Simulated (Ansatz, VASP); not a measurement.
Pd in VASP and in Ansatz

File INCAR:

```
SYSTEM = Pd
PREC = Accurate
ENCUT = 520
EDIFF = 1E-8
ISMEAR = -1
SIGMA = 0.05
LREAL = .False.
LASPH = .True.
NELM = 80
ALGO = Normal
ISIF = 2
LWAVE = .False.
LCHARG = .False.
GGA = CA
LEFG = .True.
NBANDS = 11
```

The input KPOINTS:

```
Automatic mesh
0
Gamma
  18 18 18
  0 0 0
```

The input POSCAR:

```
Pd
1.0
    0.0000000000      1.9513615093      1.9513615093
    1.9513615093      0.0000000000      1.9513615093
    1.9513615093      1.9513615093      0.0000000000
Pd
1
Direct
    0.0000000000      0.0000000000      0.0000000000
```

Input for Ansatz:

```yaml
crystal:
  lattice:
    - [0.0, 1.9513615093, 1.9513615093]
    - [1.9513615093, 0.0, 1.9513615093]
    - [1.9513615093, 1.9513615093, 0.0]
  atoms:
    - { symbol: Pd, position: [0.0, 0.0, 0.0] }
kpoints:
  mp_grid: { grid: [18, 18, 18] }
scf:
  occupations: { method: fermi_dirac, width: 0.05 }
hamiltonian:
  xc: lda
  pseudopotentials: { kind: all_electron, datasets: crystal }
output:
  forces: true
  stress: true
  eigenvalues: true
  efg: { contact_densities: true }
```

Change from the starting cell: volume scaled by 1.01, crystal datasets.

Alike in both runs: task electric field gradients; functional LDA; k mesh 18 × 18 × 18; occupations fermi-dirac, width 0.05 eV; no spin polarisation.

|  | VASP | Ansatz |
| --- | --- | --- |
| version | VASP 6.6.1 | Ansatz 0.2.0 |
| potentials or method | VASP PAW LDA potentials, release 64 (Pd), cutoff 520 eV | all-electron PAW with datasets made for the crystal, scalar-relativistic |

```csv
,VASP,Ansatz,Ansatz less VASP
pressure (GPa),-9.5,-9.8,-0.27
```

LDA's correlation is that of Perdew and Zunger in VASP and of Perdew and Wang (1992) in Ansatz. Ansatz ran all-electron here, and VASP with PAW potentials.
